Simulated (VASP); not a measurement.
Here is a VASP 6.6.1 calculation.

The input INCAR:

```
  PREC = Accurate
  ENCUT = 600
  EDIFF = 1E-6
  ISMEAR = 0
  SIGMA = 0.1
  LREAL = F
  LASPH = T
  NELM = 120
  ALGO = Normal
  ISIF = 2
  LWAVE = F
  LCHARG = F
  GGA = PE
  NBANDS = 23
  GGA_COMPAT = F
```

File KPOINTS:

```
Automatic mesh
0
Gamma
  6 6 6
```

File POSCAR:

```
Be2Pt
1.0
   -2.6446383440      2.6446383440      2.2014000179
    2.6446383440     -2.6446383440      2.2014000179
    2.6446383440      2.6446383440     -2.2014000179
Be Pt
4 2
Direct
    0.6670000000      0.1670000000      0.8340000000
    0.1670000000      0.3330000000      0.5000000000
    0.3330000000      0.8330000000      0.1660000000
    0.8330000000      0.6670000000      0.5000000000
    0.2500000000      0.2500000000      0.0000000000
    0.7500000000      0.7500000000      0.0000000000
```

Potentials or basis: VASP PAW PBE potentials, release 64 (Be, Pt).

Launch:

```sh
$ cat potpaw_PBE.64/Be/POTCAR potpaw_PBE.64/Pt/POTCAR > POTCAR
$ mpirun -np 1 vasp_std > vasp.out
```

(1) Estimate the pressure.

(2) Estimate the band gap on the k mesh.

(3) Predict the largest force.

## Answers

(1) 69.2 GPa.

(2) zero (bands 14 and 15 overlap by 0.77 eV).

(3) 0.490 eV/Å.

Caveat: the stress differs along the axes, from 22 to 163 GPa; spin-orbit coupling is left out, which moves the levels of the heavy elements.
